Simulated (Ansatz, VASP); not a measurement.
**Na3TiPd2: VASP beside Ansatz**

```
Na Ti Pd
1.0
     4.39134    0.00000    0.00000
    -2.19567    3.80302    0.00000
     0.00000    0.00000    8.78786
Na Ti Pd
3 1 2
Direct
  0.00000 0.00000 0.50000
  0.66667 0.33333 0.26033
  0.33333 0.66667 0.73967
  0.00000 0.00000 0.00000
  0.66667 0.33333 0.92147
  0.33333 0.66667 0.07853
```

Change from the starting cell: species swapped into the Li3NdSb2 type (P-3m1, No. 164).

Alike in both runs: functional PBE; k mesh 6 × 6 × 4; occupations gaussian, width 0.1 eV; no spin polarisation.

Ansatz relaxed the structure, and its values are those at the end. VASP's run is a single point on that final structure, the one shown.

```csv
,VASP,Ansatz
version,VASP 6.6.1,Ansatz 0.2.0
potentials or method,"VASP PAW PBE potentials, release 64 (Na_pv, Ti_sv, Pd), cutoff 520 eV","scalar-relativistic, plane waves, PAW"
valence electrons in the cell,53,75
```

|  | VASP | Ansatz | Ansatz less VASP |
| --- | --- | --- | --- |
| gap on the k mesh at the Fermi level (eV) | none | none | - |
| pressure (GPa) | 0.0 | 0.0 | +0.03 |
| rms of the force components (eV/Å) | 0.007 | 0.006 | -0.0006 |

A gap of «none» marks a metal or a gap that the smearing closes. VASP's potentials hold 53 valence electrons a cell and Ansatz's 75, so a difference there can come from the potentials and not from the codes.
